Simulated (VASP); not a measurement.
Here is a VASP 6.6.1 calculation.

INCAR

```
PREC     = Accurate       # precision mode
ENCUT    = 520            # plane-wave cutoff, eV
EDIFF    = 1E-6           # SCF threshold, eV
ISMEAR   = 0              # smearing method
SIGMA    = 0.15           # smearing width, eV
LREAL    = False          # projectors in reciprocal space
LASPH    = True           # aspherical terms in the spheres
NELM     = 60             # most SCF steps
ALGO     = Fast           # electronic algorithm
ISIF     = 2              # what is computed and relaxed
LWAVE    = False          # write WAVECAR
LCHARG   = True           # write CHGCAR
GGA      = PE             # functional
LELF     = True           # ELF
LVHAR    = True         
NBANDS   = 16             # bands
```

KPOINTS

```
regular mesh
0
Gamma
  16 16 16
```

The input POSCAR:

```
AlRu
1.0
    2.9467260000      0.0000000000      0.0000000000
    0.0000000000      2.9467260000      0.0000000000
    0.0000000000      0.0000000000      3.0364740000
Al Ru
1 1
Direct
    0.0000000000      0.0000000000      0.0000000000
    0.5000000000      0.5000000000      0.5000000000
```

Potentials or basis: VASP PAW PBE potentials, release 64 (Al, Ru_pv).

Launch:

```sh
$ cat potpaw_PBE.64/Al/POTCAR potpaw_PBE.64/Ru_pv/POTCAR > POTCAR
$ mpirun -np 1 vasp_std > vasp.out
```

Question: Predict the pressure.

Answer: 6.1 GPa.

Stress tensor (GPa, compression positive):
```
7.86 0.00 0.00
0.00 7.86 0.00
0.00 0.00 2.57
```

Caveat: the cell differs from its parent crystal (strain -0.015 along x and y, +0.015 along z).
